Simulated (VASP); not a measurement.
# Ba (P6_3/mmc) in VASP: further runs

Ba is run at these levels: BLYP; tasks: single point.

Program: VASP 6.6.1. These are calculated values, not measurements. Logs are shortened: lines on timing, memory, paths and dates and some standing lists are left out, and cuts for length are marked.

### 1 The cell of the first run

Symmetry: P6_3/mmc, No. 194, hexagonal system. Conventional cell: a = 4.553 Å, b = 4.553 Å, c = 7.449 Å, α = 90.00°, β = 90.00°, γ = 120.00°.

### 2 Single point, BLYP

INCAR

```
PREC = Accurate ; ENCUT = 520
EDIFF = 1E-7 ; ISMEAR = -1
SIGMA = 0.1 ; LREAL = False
LASPH = True ; NELM = 60
ALGO = Normal ; ISIF = 2
LWAVE = False ; LCHARG = True
GGA = B5 ; ALDAX = 1.0
AGGAX = 1.0 ; AGGAC = 1.0
ALDAC = 0.0 ; LELF = True
LVHAR = True ; NBANDS = 17
```

KPOINTS

```
regular mesh
0
Gamma
  8 8 5
```

POSCAR

```
Ba
1.0
    4.5525130858      0.0000000000      0.0000000000
   -2.2762565429      3.9425919834      0.0000000000
    0.0000000000      0.0000000000      7.4493927108
Ba
2
Direct
    0.3333333333      0.6666666667      0.2500000000
    0.6666666667      0.3333333333      0.7500000000
```

Potentials or basis: VASP PAW PBE potentials, release 64 (Ba_sv).

Started as:

```bash
$ cat potpaw_PBE.64/Ba_sv/POTCAR > POTCAR
$ mpirun -np 1 vasp_std > vasp.out
```

OUTCAR:

```text
PREC = Accurate
   ENCUT = 520
   EDIFF = 1E-7
   ISMEAR = -1
   LREAL = False
   LASPH = True
   NELM = 60
   ISIF = 2
   GGA = B5

 ion  position               nearest neighbor table
   1  0.333  0.667  0.250-   2 4.56   2 4.56   2 4.56   2 4.56   2 4.56   2 4.56
   2  0.667  0.333  0.750-   1 4.56   1 4.56   1 4.56   1 4.56   1 4.56   1 4.56

  LATTYP: Found a hexagonal cell.
 ALAT       =     4.5525130858
 C/A-ratio  =     1.6363253813

  Lattice vectors:

 A1 = (   4.5525130858,   0.0000000000,   0.0000000000)
 A2 = (  -2.2762565429,   3.9425919834,   0.0000000000)
 A3 = (   0.0000000000,   0.0000000000,   7.4493927108)

Analysis of symmetry for initial positions (statically):
=====================================================================
 Subroutine PRICEL returns:
 Original cell was already a primitive cell.

 Routine SETGRP: Setting up the symmetry group for a
 hexagonal supercell.

 Subroutine GETGRP returns: Found 24 space group operations
 (whereof 12 operations were pure point group operations)
 out of a pool of 24 trial point group operations.

The static configuration has the point symmetry D_3d.
 The point group associated with its full space group is D_6h.

Analysis of symmetry for dynamics (positions and initial velocities):
=====================================================================
 Subroutine PRICEL returns:
 Original cell was already a primitive cell.

 Routine SETGRP: Setting up the symmetry group for a
 hexagonal supercell.

 Subroutine GETGRP returns: Found 24 space group operations
 (whereof 12 operations were pure point group operations)
 out of a pool of 24 trial point group operations.

The dynamic configuration has the point symmetry D_3d.
 The point group associated with its full space group is D_6h.

 Subroutine INISYM returns: Found 24 space group operations
 (whereof 12 operations are pure point group operations),
 and found     1 'primitive' translations

----------------------------------------------------------------------------------------

                                     Primitive cell

  volume of cell :     133.7069

  direct lattice vectors                    reciprocal lattice vectors
     4.552513086  0.000000000  0.000000000     0.219658896  0.126820123  0.000000000
    -2.276256543  3.942591983  0.000000000     0.000000000  0.253640246  0.000000000
     0.000000000  0.000000000  7.449392711     0.000000000  0.000000000  0.134239130

  length of vectors
     4.552513086  4.552513086  7.449392711     0.253640246  0.253640246  0.134239130

  position of ions in fractional coordinates (direct lattice)
     0.333333333  0.666666667  0.250000000
     0.666666667  0.333333333  0.750000000

  ion indices of the primitive-cell ions
   primitive index   ion index
                 1           1
                 2           2

----------------------------------------------------------------------------------------

 KPOINTS: regular mesh

Automatic generation of k-mesh.
 Grid dimensions read from file:
 generate k-points for:    8    8    5

 Generating k-lattice:

  Cartesian coordinates                     Fractional coordinates (reciprocal lattice)
     0.027457362  0.015852515  0.000000000     0.125000000  0.000000000  0.000000000
     0.000000000  0.031705031  0.000000000     0.000000000  0.125000000  0.000000000
     0.000000000  0.000000000  0.026847826     0.000000000  0.000000000  0.200000000

  Length of vectors
     0.031705031  0.031705031  0.026847826

  Shift w.r.t. Gamma in fractional coordinates (k-lattice)
     0.000000000  0.000000000  0.000000000

 Subroutine IBZKPT returns following result:
 ===========================================

 Found     30 irreducible k-points:

 Following reciprocal coordinates:
            Coordinates               Weight
  0.000000  0.000000  0.000000      1.000000
  0.125000  0.000000  0.000000      6.000000
  0.250000  0.000000  0.000000      6.000000
  0.375000  0.000000  0.000000      6.000000
  0.500000  0.000000  0.000000      3.000000
  0.125000  0.125000  0.000000      6.000000
[... 16 lines left out ...]
  0.250000  0.000000  0.400000     12.000000
  0.375000  0.000000  0.400000     12.000000
 [... further k-points ...]
   k-points           NKPTS =     30   k-points in BZ     NKDIM =     30   number of bands    NBANDS=     17
   number of dos      NEDOS =    301   number of ions     NIONS =      2
   total plane-waves  NPLWV =  72576
   dimension x,y,z NGX =    36 NGY =   36 NGZ =   56
   dimension x,y,z NGXF=    72 NGYF=   72 NGZF=  112
   ions per type =               2
   NGX,Y,Z   is equivalent  to a cutoff of  13.15, 13.15, 12.50 a.u.
   NGXF,Y,Z  is equivalent  to a cutoff of  26.29, 26.29, 24.99 a.u.
 SYSTEM =  unknown system
   PREC   = accura    normal or accurate (medium, high low for compatibility)
   ISTART =      0    job   : 0-new  1-cont  2-samecut
   ICHARG =      2    charge: 1-file 2-atom 10-const
   ISPIN  =      1    spin polarized calculation?
   LNONCOLLINEAR =      F non collinear calculations
   LSORBIT =      F    spin-orbit coupling
   LASPH  =      T    aspherical Exc in radial PAW
   ENCUT  =  520.0 eV  38.22 Ry    6.18 a.u.   8.46  8.46 13.85*2*pi/ulx,y,z
   NELM   =     60;   NELMIN=  2; NELMDL= -5     # of ELM steps
   EDIFF  = 0.1E-06   stopping-criterion for ELM
   LREAL  =      F    real-space projection
   EDIFFG = 0.1E-05   stopping-criterion for IOM
   NSW    =      0    number of steps for IOM
   IBRION =     -1    ionic relax: 0-MD 1-quasi-New 2-CG
   NFREE  =      0    steps in history (QN), initial steepest desc. (CG)
   ISIF   =      2    stress and relaxation
   ISYM   =      2    0-nonsym 1-usesym 2-fastsym
   POTIM  = 0.5000    time-step for ionic-motion
   TEBEG  =    0.0;   TEEND  =   0.0 temperature during run
   PSTRESS=    0.0 pullay stress
   NELECT =      20.0000    total number of electrons
   NUPDOWN=      -1.0000    fix difference up-down
   EMIN   =  10.00;   EMAX   =-10.00  energy-range for DOS
   EFERMI =   0.00;   METHOD = LEGACY
   ISMEAR =    -1;   SIGMA  =   0.10  broadening in eV -4-tet -1-fermi 0-gaus
   EFERMI_NEDOS =   21; number of points for ismear=-14 and -15
   IALGO  =     38    algorithm
   IMIX   =      4    mixing-type and parameters
     AMIX     =   0.40;   BMIX     =  1.00
     AMIX_MAG =   1.60;   BMIX_MAG =  1.00
  volume/ion in A,a.u.               =      66.85       451.15
  Fermi-wavevector in a.u.,A,eV,Ry     =   0.869028  1.642224 10.275240  0.755209
  Thomas-Fermi vector in A             =   1.987791
   LORBIT       =      0    0 simple, 1 ext, 2 COOP (PROOUT), +10 PAW based schemes
   GGA     = B5    functional components
   LHFCALC =     F    Hartree Fock is set to
   AEXX    =    0.0000 exact exchange contribution
   IVDW    =     0    specifies the selected vdW correction
   LEPSILON=     F    determine dielectric tensor
   LRPA    =     F    only Hartree local field effects (RPA)
 non-spin polarized calculation
  energy-cutoff  :      520.00
  volume of cell :      133.71
 maximum number of plane-waves:      3657
 NGX is ok and might be reduce to    36
   NGX = 17   NGY = 17   NGZ = 27

 number of electron      19.9999998 magnetization

 Free energy of the ion-electron system (eV)
  ---------------------------------------------------
  ext. energy  EPLUGINS =         0.00000000
  ---------------------------------------------------
  free energy    TOTEN  =        -2.52582032 eV

  energy without entropy =       -2.40929980  energy(sigma->0) =       -2.46756006

 E-fermi :   1.9578     XC(G=0):  -6.7437

 val. band max:        1.9315718131   @ k =   0.2500   0.2500   0.0000
 cond. band min:       1.9788470062   @ k =   0.2500   0.1250   0.0000
 fundamental gap:      0.0472751931
 Fermi energy:         1.9578364306

 k-point     1 :       0.0000    0.0000    0.0000
  band No.  band energies     occupation
      1     -27.0855      2.00000
      2     -27.0550      2.00000
      3     -12.5031      2.00000
      4     -12.1788      2.00000
      5     -12.1788      2.00000
      6     -12.1286      2.00000
[... 9 lines left out ...]
     16       3.9183      0.00000
     17       4.3881      0.00000

 k-point     2 :       0.1250    0.0000    0.0000
  band No.  band energies     occupation
      1     -27.0815      2.00000
      2     -27.0530      2.00000
      3     -12.4847      2.00000
      4     -12.2221      2.00000
      5     -12.1922      2.00000
      6     -12.1734      2.00000
[... 9 lines left out ...]
     16       4.0756      0.00000
     17       4.1577      0.00000

 k-point     3 :       0.2500    0.0000    0.0000
  band No.  band energies     occupation
      1     -27.0713      2.00000
      2     -27.0486      2.00000
      3     -12.4357      2.00000
      4     -12.3265      2.00000
      5     -12.2767      2.00000
      6     -12.2232      2.00000
[... 9 lines left out ...]
     16       4.3456      0.00000
     17       4.4125      0.00000

 k-point     4 :       0.3750    0.0000    0.0000
  band No.  band energies     occupation
      1     -27.0601      2.00000
      2     -27.0452      2.00000
      3     -12.4298      2.00000
      4     -12.3742      2.00000
      5     -12.3734      2.00000
      6     -12.2528      2.00000
[... 9 lines left out ...]
     16       5.1568      0.00000
     17       5.3756      0.00000
[... 343 lines left out ...]
      1     -27.0717      2.00000
      2     -27.0629      2.00000
      3     -12.3771      2.00000
      4     -12.2784      2.00000
      5     -12.1960      2.00000
      6     -12.1728      2.00000
[... 9 lines left out ...]
     16       3.7800      0.00000
     17       5.0172      0.00000

 k-point    23 :       0.2500    0.0000    0.4000
  band No.  band energies     occupation
      1     -27.0635      2.00000
      2     -27.0565      2.00000
      3     -12.3968      2.00000
      4     -12.3492      2.00000
      5     -12.2517      2.00000
      6     -12.2006      2.00000
[... 9 lines left out ...]
     16       4.2223      0.00000
     17       5.0384      0.00000

 k-point    24 :       0.3750    0.0000    0.4000
  band No.  band energies     occupation
      1     -27.0550      2.00000
      2     -27.0503      2.00000
      3     -12.4618      2.00000
      4     -12.4381      2.00000
      5     -12.2569      2.00000
      6     -12.2251      2.00000
[... 9 lines left out ...]
     16       4.5969      0.00000
     17       5.3278      0.00000

 [... further k-points ...]
[... 5 lines left out ...]
  --------------------------------------------------------------------------------------
  -------------------------------------------------------------------------------------
  Total        0.0499309      0.0499309      0.0585830      0.0000000      0.0000000      0.0000000
  in kB        0.5983098      0.5983098      0.7019856      0.0000000      0.0000000      0.0000000
  external PRESSURE =       0.6328684 kB  Pullay stress =       0.0000000 kB

 VOLUME and BASIS-vectors are now :
 -----------------------------------------------------------------------------
  energy-cutoff  :      520.00
  volume of cell :      133.71
      direct lattice vectors                 reciprocal lattice vectors
     4.552513086  0.000000000  0.000000000     0.219658896  0.126820123  0.000000000
    -2.276256543  3.942591983  0.000000000     0.000000000  0.253640246  0.000000000
     0.000000000  0.000000000  7.449392711     0.000000000  0.000000000  0.134239130

 POSITION                                       TOTAL-FORCE (eV/Angst)
 -----------------------------------------------------------------------------------
     -0.00000      2.62839      1.86235        -0.000000      0.000000      0.000000
      2.27626      1.31420      5.58704         0.000000     -0.000000      0.000000
 -----------------------------------------------------------------------------------
    total drift:                                0.000000     -0.000000      0.000000

  FREE ENERGIE OF THE ION-ELECTRON SYSTEM (eV)
  ---------------------------------------------------
  free  energy   TOTEN  =        -2.5258203229 eV

  energy  without entropy=       -2.4092997975  energy(sigma->0) =       -2.46756006
```

It took 87 s on 1 thread of AMD EPYC 7R43 (Zen 3), shared host; peak memory 0.23 GiB.

What came out:

```
Free energy            : -2.5258 eV
Pressure               : 0.1 GPa
Band gap on the k mesh : zero (band 10 reaches 2.10 eV, above the bottom of band 11 at 1.79 eV)
```

Levels at points of the mesh, in eV from the Fermi level:
```csv
k point,band 8,band 9,band 10,band 11,band 12,band 13
"(0.00, 0.00, 0.00)",-14.09,-2.68,-0.93,1.05,1.57,1.59
"(0.50, 0.00, 0.00)",-14.14,-0.71,-0.40,-0.17,0.57,1.27
```

Caveat: the PAW data sets were made with another functional, which shifts forces and pressure a little; spin-orbit coupling is left out, which moves the levels of the heavy elements.

[end of part 1 of 3]
